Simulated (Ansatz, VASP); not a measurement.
One calculation of AgRh4, two programs

```
CELL_PARAMETERS angstrom
6.20471 0.00000 0.00000
0.00000 6.20471 0.00000
0.00000 0.00000 2.52989
ATOMIC_POSITIONS crystal
Ag 0.50000 0.50000 0.50000
Rh 0.80644 0.80644 0.50000
Rh 0.19356 0.19356 0.50000
Rh 0.19356 0.80644 0.50000
Rh 0.80644 0.19356 0.50000
```

Alike in both runs: functional PBE; k mesh 6 × 6 × 14; occupations gaussian, width 0.1 eV; no spin polarisation.

Ansatz relaxed the structure, and its values are those at the end. VASP's run is a single point on that final structure, the one shown.

```csv
,VASP,Ansatz
version,VASP 6.6.1,Ansatz 0.2.0
potentials or method,"VASP PAW PBE potentials, release 64 (Ag, Rh_pv), cutoff 520 eV","scalar-relativistic, plane waves, PAW"
valence electrons in the cell,71,87
```

```csv
,VASP,Ansatz,Ansatz less VASP
gap on the k mesh at the Fermi level (eV),none,none,-
pressure (GPa),0.1,0.0,-0.05
rms of the force components (eV/Å),0.015,0.000,-0.0145
```

A gap of «none» marks a metal or a gap that the smearing closes. VASP's potentials hold 71 valence electrons a cell and Ansatz's 87, so a difference there can come from the potentials and not from the codes.
